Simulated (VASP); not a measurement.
# MoS (P6_3/mmc) in VASP: a series of runs

Runs on MoS. Level: PBE. Tasks: single point, relaxation of cell and atoms.

Program: VASP 6.6.1. These are calculated values, not measurements. Logs are shortened: lines on timing, memory, paths and dates and some standing lists are left out, and cuts for length are marked.

### Step 1. The cell of the first run

The structure is hexagonal, space group P6_3/mmc (No. 194). Conventional cell: a = 4.054 Å, b = 4.054 Å, c = 4.968 Å, α = 90.00°, β = 90.00°, γ = 120.00°. Mo (site symmetry -6m2) has 5 S at 2.34 to 2.48 Å within 3.1 Å. Within 3.1 Å of S (site symmetry -6m2) lie 5 Mo at 2.34 to 2.48 Å.

### Step 2. Single point, PBE

Input file INCAR:

```
SYSTEM = MoS
PREC     = Accurate       ! precision mode
ENCUT    = 520            ! plane-wave cutoff, eV
EDIFF    = 1E-6           ! SCF threshold, eV
ISMEAR   = 0              ! smearing method
SIGMA    = 0.1            ! smearing width, eV
LREAL    = .FALSE.        ! projectors in reciprocal space
LASPH    = .TRUE.         ! aspherical terms in the spheres
NELM     = 60             ! most SCF steps
ALGO     = Normal         ! electronic algorithm
ISIF     = 2              ! what is computed and relaxed
LWAVE    = .FALSE.        ! write WAVECAR
LCHARG   = .TRUE.         ! write CHGCAR
GGA      = PE             ! functional
LELF     = .TRUE.         ! ELF
LVHAR    = .TRUE.       
NBANDS   = 28             ! bands
```

Input file KPOINTS:

```
regular mesh
0
G
  12 12 10
  0 0 0
```

Input file POSCAR:

```
MoS
1.0
    4.0543178745      0.0000000000      0.0000000000
   -2.0271589373      3.5111422744      0.0000000000
    0.0000000000      0.0000000000      4.9683438283
Mo S
2 2
Direct
    0.3333333333      0.6666666667      0.2500000000
    0.6666666667      0.3333333333      0.7500000000
    0.3333333333      0.6666666667      0.7500000000
    0.6666666667      0.3333333333      0.2500000000
```

Potentials or basis: VASP PAW PBE potentials, release 64 (Mo_sv, S).

Run with:

```
cat potpaw_PBE.64/Mo_sv/POTCAR potpaw_PBE.64/S/POTCAR > POTCAR
mpirun -np 1 vasp_std > vasp.out
```

OUTCAR:

```text
SYSTEM = MoS
   PREC = Accurate
   ENCUT = 520
   EDIFF = 1E-6
   ISMEAR = 0
   LREAL = .FALSE.
   LASPH = .TRUE.
   NELM = 60
   ISIF = 2
   GGA = PE

 ion  position               nearest neighbor table
   1  0.333  0.667  0.250-   4 2.34   4 2.34   4 2.34   3 2.48   3 2.48   2 3.41   2 3.41   2 3.41
                             2 3.41   2 3.41   2 3.41
   2  0.667  0.333  0.750-   3 2.34   3 2.34   3 2.34   4 2.48   4 2.48   1 3.41   1 3.41   1 3.41
                             1 3.41   1 3.41   1 3.41
   3  0.333  0.667  0.750-   2 2.34   2 2.34   2 2.34   1 2.48   1 2.48
   4  0.667  0.333  0.250-   1 2.34   1 2.34   1 2.34   2 2.48   2 2.48

  LATTYP: Found a hexagonal cell.
 ALAT       =     4.0543178745
 C/A-ratio  =     1.2254450643

  Lattice vectors:

 A1 = (   4.0543178745,   0.0000000000,   0.0000000000)
 A2 = (  -2.0271589373,   3.5111422744,   0.0000000000)
 A3 = (   0.0000000000,   0.0000000000,   4.9683438283)

Analysis of symmetry for initial positions (statically):
=====================================================================
 Subroutine PRICEL returns:
 Original cell was already a primitive cell.

 Routine SETGRP: Setting up the symmetry group for a
 hexagonal supercell.

 Subroutine GETGRP returns: Found 24 space group operations
 (whereof 12 operations were pure point group operations)
 out of a pool of 24 trial point group operations.

The static configuration has the point symmetry D_3d.
 The point group associated with its full space group is D_6h.

Analysis of symmetry for dynamics (positions and initial velocities):
=====================================================================
 Subroutine PRICEL returns:
 Original cell was already a primitive cell.

 Routine SETGRP: Setting up the symmetry group for a
 hexagonal supercell.

 Subroutine GETGRP returns: Found 24 space group operations
 (whereof 12 operations were pure point group operations)
 out of a pool of 24 trial point group operations.

The dynamic configuration has the point symmetry D_3d.
 The point group associated with its full space group is D_6h.

 Subroutine INISYM returns: Found 24 space group operations
 (whereof 12 operations are pure point group operations),
 and found     1 'primitive' translations

----------------------------------------------------------------------------------------

                                     Primitive cell

  volume of cell :      70.7258

  direct lattice vectors                    reciprocal lattice vectors
     4.054317874  0.000000000  0.000000000     0.246650616  0.142403799  0.000000000
    -2.027158937  3.511142274  0.000000000     0.000000000  0.284807599  0.000000000
     0.000000000  0.000000000  4.968343828     0.000000000  0.000000000  0.201274315

  length of vectors
     4.054317874  4.054317875  4.968343828     0.284807599  0.284807599  0.201274315

  position of ions in fractional coordinates (direct lattice)
     0.333333333  0.666666667  0.250000000
     0.666666667  0.333333333  0.750000000
     0.333333333  0.666666667  0.750000000
     0.666666667  0.333333333  0.250000000

  ion indices of the primitive-cell ions
   primitive index   ion index
                 1           1
                 2           2
                 3           3
                 4           4

----------------------------------------------------------------------------------------

 KPOINTS: regular mesh

Automatic generation of k-mesh.
 Grid dimensions read from file:
 generate k-points for:   12   12   10

 Generating k-lattice:

  Cartesian coordinates                     Fractional coordinates (reciprocal lattice)
     0.020554218  0.011866983  0.000000000     0.083333333  0.000000000  0.000000000
     0.000000000  0.023733967  0.000000000     0.000000000  0.083333333  0.000000000
     0.000000000  0.000000000  0.020127431     0.000000000  0.000000000  0.100000000

  Length of vectors
     0.023733967  0.023733967  0.020127431

  Shift w.r.t. Gamma in fractional coordinates (k-lattice)
     0.000000000  0.000000000  0.000000000

 Subroutine IBZKPT returns following result:
 ===========================================

 Found    114 irreducible k-points:

 Following reciprocal coordinates:
            Coordinates               Weight
  0.000000  0.000000  0.000000      1.000000
  0.083333 -0.000000  0.000000      6.000000
  0.166667 -0.000000  0.000000      6.000000
  0.250000 -0.000000  0.000000      6.000000
  0.333333 -0.000000  0.000000      6.000000
  0.416667 -0.000000  0.000000      6.000000
[... 16 lines left out ...]
  0.250000 -0.000000  0.100000     12.000000
  0.333333 -0.000000  0.100000     12.000000
 [... further k-points ...]
   k-points           NKPTS =    114   k-points in BZ     NKDIM =    114   number of bands    NBANDS=     28
   number of dos      NEDOS =    301   number of ions     NIONS =      4
   total plane-waves  NPLWV =  36000
   dimension x,y,z NGX =    30 NGY =   30 NGZ =   40
   dimension x,y,z NGXF=    60 NGYF=   60 NGZF=   80
   ions per type =               2   2
   NGX,Y,Z   is equivalent  to a cutoff of  12.30, 12.30, 13.38 a.u.
   NGXF,Y,Z  is equivalent  to a cutoff of  24.60, 24.60, 26.77 a.u.
 SYSTEM =  MoS
   PREC   = accura    normal or accurate (medium, high low for compatibility)
   ISTART =      0    job   : 0-new  1-cont  2-samecut
   ICHARG =      2    charge: 1-file 2-atom 10-const
   ISPIN  =      1    spin polarized calculation?
   LNONCOLLINEAR =      F non collinear calculations
   LSORBIT =      F    spin-orbit coupling
   LASPH  =      T    aspherical Exc in radial PAW
   ENCUT  =  520.0 eV  38.22 Ry    6.18 a.u.   7.54  7.54  9.24*2*pi/ulx,y,z
   NELM   =     60;   NELMIN=  2; NELMDL= -5     # of ELM steps
   EDIFF  = 0.1E-05   stopping-criterion for ELM
   LREAL  =      F    real-space projection
   EDIFFG = 0.1E-04   stopping-criterion for IOM
   NSW    =      0    number of steps for IOM
   IBRION =     -1    ionic relax: 0-MD 1-quasi-New 2-CG
   NFREE  =      0    steps in history (QN), initial steepest desc. (CG)
   ISIF   =      2    stress and relaxation
   ISYM   =      2    0-nonsym 1-usesym 2-fastsym
   POTIM  = 0.5000    time-step for ionic-motion
   TEBEG  =    0.0;   TEEND  =   0.0 temperature during run
   PSTRESS=    0.0 pullay stress
   NELECT =      40.0000    total number of electrons
   NUPDOWN=      -1.0000    fix difference up-down
   EMIN   =  10.00;   EMAX   =-10.00  energy-range for DOS
   EFERMI =   0.00;   METHOD = LEGACY
   ISMEAR =     0;   SIGMA  =   0.10  broadening in eV -4-tet -1-fermi 0-gaus
   EFERMI_NEDOS =   21; number of points for ismear=-14 and -15
   IALGO  =     38    algorithm
   IMIX   =      4    mixing-type and parameters
     AMIX     =   0.40;   BMIX     =  1.00
     AMIX_MAG =   1.60;   BMIX_MAG =  1.00
  volume/ion in A,a.u.               =      17.68       119.32
  Fermi-wavevector in a.u.,A,eV,Ry     =   1.353845  2.558396 24.938060  1.832896
  Thomas-Fermi vector in A             =   2.481066
   LORBIT       =      0    0 simple, 1 ext, 2 COOP (PROOUT), +10 PAW based schemes
   GGA     = PE    functional components
   LHFCALC =     F    Hartree Fock is set to
   AEXX    =    0.0000 exact exchange contribution
   IVDW    =     0    specifies the selected vdW correction
   LEPSILON=     F    determine dielectric tensor
   LRPA    =     F    only Hartree local field effects (RPA)
 non-spin polarized calculation
 Gauss-broadening in eV      SIGMA  =   0.10
  energy-cutoff  :      520.00
  volume of cell :       70.73
 maximum number of plane-waves:      1927
   NGX = 15   NGY = 15   NGZ = 19

 number of electron      40.0000007 magnetization

 Free energy of the ion-electron system (eV)
  ---------------------------------------------------
  ext. energy  EPLUGINS =         0.00000000
  ---------------------------------------------------
  free energy    TOTEN  =       -29.61862626 eV

  energy without entropy =      -29.59946181  energy(sigma->0) =      -29.60904404

 E-fermi :   9.4367     XC(G=0): -11.2643

 val. band max:        9.4324508468   @ k =   0.3333   0.0833   0.3000
 cond. band min:       9.4432088991   @ k =   0.2500   0.0833   0.3000
 fundamental gap:      0.0107580523
 Fermi energy:         9.4366797845

 k-point     1 :       0.0000    0.0000    0.0000
  band No.  band energies     occupation
      1     -52.0416      2.00000
      2     -52.0174      2.00000
      3     -26.4107      2.00000
      4     -26.2204      2.00000
      5     -26.1778      2.00000
      6     -26.1778      2.00000
[... 20 lines left out ...]
     27      13.3484      0.00000
     28      13.3484      0.00000

 k-point     2 :       0.0833   -0.0000    0.0000
  band No.  band energies     occupation
      1     -52.0412      2.00000
      2     -52.0177      2.00000
      3     -26.4076      2.00000
      4     -26.2231      2.00000
      5     -26.1801      2.00000
      6     -26.1792      2.00000
[... 20 lines left out ...]
     27      13.1089      0.00000
     28      13.1900      0.00000

 k-point     3 :       0.1667   -0.0000    0.0000
  band No.  band energies     occupation
      1     -52.0398      2.00000
      2     -52.0185      2.00000
      3     -26.3988      2.00000
      4     -26.2310      2.00000
      5     -26.1863      2.00000
      6     -26.1831      2.00000
[... 20 lines left out ...]
     27      12.4908      0.00000
     28      13.6912      0.00000

 k-point     4 :       0.2500   -0.0000    0.0000
  band No.  band energies     occupation
      1     -52.0378      2.00000
      2     -52.0197      2.00000
      3     -26.3851      2.00000
      4     -26.2433      2.00000
      5     -26.1948      2.00000
      6     -26.1882      2.00000
[... 578 lines left out ...]
     27      12.4786      0.00000
     28      13.5983      0.00000

 k-point    23 :       0.2500   -0.0000    0.1000
  band No.  band energies     occupation
      1     -52.0373      2.00000
      2     -52.0202      2.00000
      3     -26.3840      2.00000
      4     -26.2507      2.00000
      5     -26.1914      2.00000
      6     -26.1863      2.00000
[... 20 lines left out ...]
     27      12.8508      0.00000
     28      14.2513      0.00000

 k-point    24 :       0.3333   -0.0000    0.1000
  band No.  band energies     occupation
      1     -52.0350      2.00000
      2     -52.0217      2.00000
      3     -26.3694      2.00000
      4     -26.2667      2.00000
      5     -26.1984      2.00000
      6     -26.1911      2.00000
[... 20 lines left out ...]
     27      13.7933      0.00000
     28      14.9789      0.00000

 [... further k-points ...]

------------------------ aborting loop because EDIFF is reached ----------------------------------------

  FORCE on cell =-STRESS in cart. coord.  units (eV):
  Direction    XX          YY          ZZ          XY          YZ          ZX
  --------------------------------------------------------------------------------------
  -------------------------------------------------------------------------------------
  Total        0.0108038      0.0108038      0.0232176     -0.0000000      0.0000000     -0.0000000
  in kB        0.2447414      0.2447414      0.5259567     -0.0000000      0.0000000     -0.0000000
  external PRESSURE =       0.3384798 kB  Pullay stress =       0.0000000 kB

 VOLUME and BASIS-vectors are now :
 -----------------------------------------------------------------------------
  energy-cutoff  :      520.00
  volume of cell :       70.73
      direct lattice vectors                 reciprocal lattice vectors
     4.054317874  0.000000000  0.000000000     0.246650616  0.142403799  0.000000000
    -2.027158937  3.511142274  0.000000000     0.000000000  0.284807599  0.000000000
     0.000000000  0.000000000  4.968343828     0.000000000  0.000000000  0.201274315

 POSITION                                       TOTAL-FORCE (eV/Angst)
 -----------------------------------------------------------------------------------
     -0.00000      2.34076      1.24209         0.000000     -0.000000      0.000000
      2.02716      1.17038      3.72626        -0.000000      0.000000      0.000000
     -0.00000      2.34076      3.72626         0.000000     -0.000000      0.000000
      2.02716      1.17038      1.24209        -0.000000      0.000000      0.000000
 -----------------------------------------------------------------------------------
    total drift:                               -0.000000      0.000000     -0.000000

  FREE ENERGIE OF THE ION-ELECTRON SYSTEM (eV)
  ---------------------------------------------------
  free  energy   TOTEN  =       -29.6186262648 eV

  energy  without entropy=      -29.5994618098  energy(sigma->0) =      -29.60904404
```

It took 76 s on 1 thread of Intel Xeon 6975P-C (Granite Rapids), shared host; peak memory 0.31 GiB.

Results:

- Free energy: -29.6186 eV
- Pressure: 0.0 GPa
- Band gap on the k mesh: zero (bands 20 and 21 overlap by 0.97 eV)

Levels at points of the mesh, in eV from the Fermi level:
| k point | band 17 | band 18 | band 19 | band 20 | band 21 | band 22 | band 23 | band 24 |
| --- | --- | --- | --- | --- | --- | --- | --- | --- |
| (0.00, 0.00, 0.00) | -2.51 | -2.51 | -1.97 | 0.03 | 0.03 | 1.65 | 1.84 | 3.29 |
| (0.50, 0.00, 0.00) | -3.16 | -2.07 | -0.74 | -0.71 | -0.54 | -0.18 | 0.65 | 0.95 |
| (0.00, 0.00, 0.50) | -0.55 | -0.55 | -0.55 | -0.55 | 1.09 | 1.09 | 3.58 | 3.58 |
| (0.50, 0.00, 0.50) | -1.44 | -1.44 | -0.96 | -0.96 | 0.39 | 0.39 | 0.77 | 0.77 |

### Step 3. Relaxation of cell and atoms, PBE

Input file INCAR:

```
  ALGO = Normal
  EDIFF = 1E-7
  EDIFFG = -0.01
  ENCUT = 600
  GGA = PE
  IBRION = 2
  ISIF = 3
  ISMEAR = 0
  LASPH = T
  LCHARG = F
  LREAL = F
  LWAVE = F
  NELM = 100
  NSW = 100
  PREC = Accurate
  SIGMA = 0.1
```

Input file KPOINTS:

```
k-points
0
Gamma
  12 12 10
```

Input file POSCAR:

```
MoS
1.0
    4.0594760701      0.0000000000      0.0000000000
   -2.0297380351      3.5156094028      0.0000000000
    0.0000000000      0.0000000000      4.9588268834
Mo S
2 2
Direct
    0.3333333333      0.6666666667      0.2500000000
    0.6666666667      0.3333333333      0.7500000000
    0.3333333333      0.6666666667      0.7500000000
    0.6666666667      0.3333333333      0.2500000000
```

Potentials or basis: VASP PAW PBE potentials, release 64 (Mo_sv, S).

Run with:

```
cat potpaw_PBE.64/Mo_sv/POTCAR potpaw_PBE.64/S/POTCAR > POTCAR
mpirun -np 1 vasp_std > vasp.out
```

It took 2 min on 1 thread of Intel Xeon 6975P-C (Granite Rapids), shared host; peak memory 0.34 GiB.

It converged, with:

- Free energy: -29.6196 eV
- Relaxed volume: 17.68 Å³/atom
- Relaxed cell: a = 4.054 Å, b = 4.054 Å, c = 4.968 Å, α = 90.00°, β = 90.00°, γ = 120.00°
- Space group after relaxing (to 0.1 Å): P6_3/mmc (No. 194)
- Energy gained by relaxing: 0.1 meV/atom
- Ionic steps: 3
- Pressure after relaxing: 0.1 GPa
- Band gap on the k mesh: zero (bands 20 and 21 overlap by 0.97 eV)

The path:
```csv
step,energy change (eV),largest force (eV/Å),pressure (GPa),volume (Å³)
1,0.0000,0.0000,-0.08,70.77
2,-0.0003,0.0000,0.12,70.68
3,-0.0004,0.0000,0.06,70.70
```

Final structure:
```cif
data_structure
_symmetry_space_group_name_H-M 'P 1'
_symmetry_Int_Tables_number 1
_cell_length_a 4.0539
_cell_length_b 4.0539
_cell_length_c 4.9677
_cell_angle_alpha 90.000
_cell_angle_beta 90.000
_cell_angle_gamma 120.000
_cell_volume 70.70
loop_
_atom_site_label
_atom_site_type_symbol
_atom_site_fract_x
_atom_site_fract_y
_atom_site_fract_z
_atom_site_occupancy
Mo1 Mo 0.33333 0.66667 0.25000 1
Mo2 Mo 0.66667 0.33333 0.75000 1
S1 S 0.33333 0.66667 0.75000 1
S2 S 0.66667 0.33333 0.25000 1
```

Levels at points of the mesh, in eV from the Fermi level:
```
           k point  band 17  band 18  band 19  band 20  band 21  band 22  band 23  band 24
(0.00, 0.00, 0.00)    -2.51    -2.51    -1.97     0.03     0.03     1.65     1.84     3.30
(0.50, 0.00, 0.00)    -3.17    -2.07    -0.74    -0.71    -0.54    -0.18     0.65     0.95
(0.00, 0.00, 0.50)    -0.55    -0.55    -0.55    -0.55     1.09     1.09     3.58     3.58
(0.50, 0.00, 0.50)    -1.44    -1.44    -0.96    -0.96     0.39     0.39     0.77     0.77
```
